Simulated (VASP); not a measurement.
# Al2Te2O (P-3m1) in VASP: further runs, part 2 of 2

VASP 6.6.1.

### 3 Relaxation of cell and atoms, PBE

This run uses another cell than the first one, of 22.16 Å³/atom.

INCAR

```
PREC = Accurate
ENCUT = 600
EDIFF = 1E-6
ISMEAR = 0
SIGMA = 0.1
LREAL = F
LASPH = T
NELM = 100
ALGO = Normal
ISIF = 3
LWAVE = F
LCHARG = F
GGA = PE
IBRION = 2
NSW = 100
EDIFFG = -0.01
```

KPOINTS

```
regular mesh
0
Gamma
  12 12 4
```

POSCAR

```
Al2Te2O
1.0
    3.5525914595      0.0000000000      0.0000000000
   -1.7762957297      3.0766344532      0.0000000000
    0.0000000000      0.0000000000     10.1350750832
Al Te O
2 2 1
Direct
    0.3333333333      0.6666666667      0.1128244253
    0.6666666667      0.3333333333      0.8871755747
    0.3333333333      0.6666666667      0.7109203331
    0.6666666667      0.3333333333      0.2890796669
    0.0000000000      0.0000000000      0.0000000000
```

Potentials or basis: VASP PAW PBE potentials, release 64 (Al, Te, O).

Launch:

```console
$ cat potpaw_PBE.64/Al/POTCAR potpaw_PBE.64/Te/POTCAR potpaw_PBE.64/O/POTCAR > POTCAR
$ mpirun -np 1 vasp_std > vasp.out
```

OUTCAR:

```text
PREC = Accurate
   ENCUT = 600
   EDIFF = 1E-6
   ISMEAR = 0
   LREAL = F
   LASPH = T
   NELM = 100
   ISIF = 3
   GGA = PE
   IBRION = 2
   NSW = 100
   EDIFFG = -0.01

 ion  position               nearest neighbor table
   1  0.333  0.667  0.113-   5 2.35   5 2.35   5 2.35   4 2.72   4 2.72   4 2.72   2 3.07   2 3.07
                             2 3.07
   2  0.667  0.333  0.887-   5 2.35   5 2.35   5 2.35   3 2.72   3 2.72   3 2.72   1 3.07   1 3.07
                             1 3.07
   3  0.333  0.667  0.711-   2 2.72   2 2.72   2 2.72
   4  0.667  0.333  0.289-   1 2.72   1 2.72   1 2.72
   5  0.000  0.000  0.000-   1 2.35   2 2.35   1 2.35   2 2.35   2 2.35   1 2.35

  LATTYP: Found a hexagonal cell.
 ALAT       =     3.5525914595
 C/A-ratio  =     2.8528681664

  Lattice vectors:

 A1 = (   3.5525914595,   0.0000000000,   0.0000000000)
 A2 = (  -1.7762957297,   3.0766344532,   0.0000000000)
 A3 = (   0.0000000000,   0.0000000000,  10.1350750832)

Analysis of symmetry for initial positions (statically):
=====================================================================
 Subroutine PRICEL returns:
 Original cell was already a primitive cell.

[... 183 lines left out ...]
  -------------------------------------------------------------------------------------
  Total        0.2223293      0.2223293     -0.2014864      0.0000000      0.0000000     -0.0000000
  in kB        3.2155789      3.2155789     -2.9141254      0.0000000      0.0000000     -0.0000000
  external PRESSURE =       1.1723441 kB  Pullay stress =       0.0000000 kB
[... 299 lines left out ...]
--------------------------------------- Ionic step        9  -------------------------------------------

 number of electron      23.9999998 magnetization

 Free energy of the ion-electron system (eV)
  ---------------------------------------------------
  ext. energy  EPLUGINS =         0.00000000
  ---------------------------------------------------
  free energy    TOTEN  =       -21.31756567 eV

  energy without entropy =      -21.30881024  energy(sigma->0) =      -21.31318796

 E-fermi :   6.1317     XC(G=0):  -9.2741

 val. band max:        6.1090114478   @ k =  -0.0833   0.2500   0.2500
 cond. band min:       6.1328284693   @ k =   0.2500  -0.0000   0.2500
 fundamental gap:      0.0238170216
 Fermi energy:         6.1317060869

 k-point     1 :       0.0000    0.0000    0.0000
  band No.  band energies     occupation
      1     -13.2369      2.00000
      2      -6.6887      2.00000
      3      -6.6203      2.00000
      4      -0.2538      2.00000
      5       0.4157      2.00000
      6       1.5735      2.00000
[... 433 lines left out ...]
      3      -6.2561      2.00000
      4      -0.1811      2.00000
      5      -0.0689      2.00000
      6       1.4044      2.00000
[... 8 lines left out ...]
     15      10.0802      0.00000
     16      10.7268      0.00000

 [... further k-points ...]

------------------------ aborting loop because EDIFF is reached ----------------------------------------

  FORCE on cell =-STRESS in cart. coord.  units (eV):
  Direction    XX          YY          ZZ          XY          YZ          ZX
  --------------------------------------------------------------------------------------
  -------------------------------------------------------------------------------------
  Total       -0.0129598     -0.0129598      0.0131028     -0.0000000     -0.0000000      0.0000000
  in kB       -0.1856646     -0.1856646      0.1877139     -0.0000000     -0.0000000      0.0000000
  external PRESSURE =      -0.0612051 kB  Pullay stress =       0.0000000 kB
[... 20 lines left out ...]
  FREE ENERGIE OF THE ION-ELECTRON SYSTEM (eV)
  ---------------------------------------------------
  free  energy   TOTEN  =       -21.3175656739 eV

  energy  without entropy=      -21.3088102406  energy(sigma->0) =      -21.31318796

 reached required accuracy - stopping structural energy minimisation
```

CONTCAR:

```text
Al2Te2O
   1.00000000000000
     3.5746587283085809    0.0000000000003591   -0.0000000000000000
    -1.7873293641036687    3.0957452685802913    0.0000000000000000
     0.0000000000000000    0.0000000000000000   10.1059867099680591
  Al              Te              O
     2     2     1
Direct
     0.3333333332999970    0.6666666667000030    0.1157168803551315
     0.6666666667000030    0.3333333332999970    0.8842831196448684
     0.3333333332999970    0.6666666667000030    0.7120986760719930
     0.6666666667000030    0.3333333332999970    0.2879013239280070
     0.0000000000000000    0.0000000000000000    0.0000000000000000

  0.00000000E+00  0.00000000E+00  0.00000000E+00
  0.00000000E+00  0.00000000E+00  0.00000000E+00
  0.00000000E+00  0.00000000E+00  0.00000000E+00
  0.00000000E+00  0.00000000E+00  0.00000000E+00
  0.00000000E+00  0.00000000E+00  0.00000000E+00
```

Wall time 5.3 min (1 thread of AMD EPYC 9R45 (Zen 5), shared host); peak memory 0.34 GiB.

What came out:

| Quantity | Value |
| --- | --- |
| Free energy | -21.3176 eV |
| Relaxed volume | 22.37 Å³/atom |
| Relaxed cell | a = 3.575 Å, b = 3.575 Å, c = 10.106 Å, α = 90.00°, β = 90.00°, γ = 120.00° |
| Space group after relaxing (to 0.1 Å) | P-3m1 (No. 164) |
| Energy gained by relaxing | 2.0 meV/atom |
| Ionic steps | 9 |
| Pressure after relaxing | 0.0 GPa |
| Largest force after relaxing | 0.008 eV/Å |
| Band gap on the k mesh | zero (bands 12 and 13 overlap by 1.72 eV) |

Forces in eV/Å, atoms in the order of the input:
```
Al   0.000  0.000  0.008
Al   0.000  0.000 -0.008
Te   0.000  0.000 -0.007
Te   0.000  0.000  0.007
O    0.000  0.000  0.000
```

Step by step:
| step | energy change (eV) | largest force (eV/Å) | pressure (GPa) | volume (Å³) |
| --- | --- | --- | --- | --- |
| 1 | 0.0000 | 0.2127 | 0.12 | 110.78 |
| 2 | -0.0057 | 0.1472 | 0.16 | 111.04 |
| 3 | -0.0094 | 0.0561 | 0.26 | 111.49 |
| 4 | -0.0094 | 0.0396 | 0.23 | 111.44 |
| 5 | -0.0096 | 0.0222 | -0.22 | 112.17 |
| 6 | -0.0098 | 0.0204 | -0.05 | 111.87 |
| 7 | -0.0098 | 0.0202 | -0.03 | 111.85 |
| 8 | -0.0098 | 0.0203 | -0.03 | 111.86 |
| 9 | -0.0099 | 0.0082 | -0.01 | 111.84 |

Final structure:
```
CELL_PARAMETERS angstrom
3.57466 0.00000 0.00000
-1.78733 3.09575 0.00000
0.00000 0.00000 10.10599
ATOMIC_POSITIONS crystal
Al 0.33333 0.66667 0.11572
Al 0.66667 0.33333 0.88428
Te 0.33333 0.66667 0.71210
Te 0.66667 0.33333 0.28790
O 0.00000 0.00000 0.00000
```

Levels at points of the mesh, in eV from the Fermi level:
```
           k point  band 8  band 9  band 10  band 11  band 12  band 13  band 14  band 15  band 16
(0.00, 0.00, 0.00)   -2.46   -1.67     0.86     0.86     1.01     1.01     4.41     4.53     4.64
(0.50, 0.00, 0.00)   -4.18   -2.80    -2.08    -0.96    -0.80    -0.71     1.70     2.88     3.40
(0.00, 0.00, 0.50)   -3.00   -1.05     0.88     0.88     0.98     0.98     3.04     4.64     4.64
(0.50, 0.00, 0.50)   -4.24   -3.02    -1.79    -1.00    -0.75    -0.68     1.34     3.34     3.55
```

Caveat: spin-orbit coupling is left out, which moves the levels of the heavy elements; this functional lacks dispersion, which binds the layers, so the pressure and a relaxed spacing across them are unreliable.
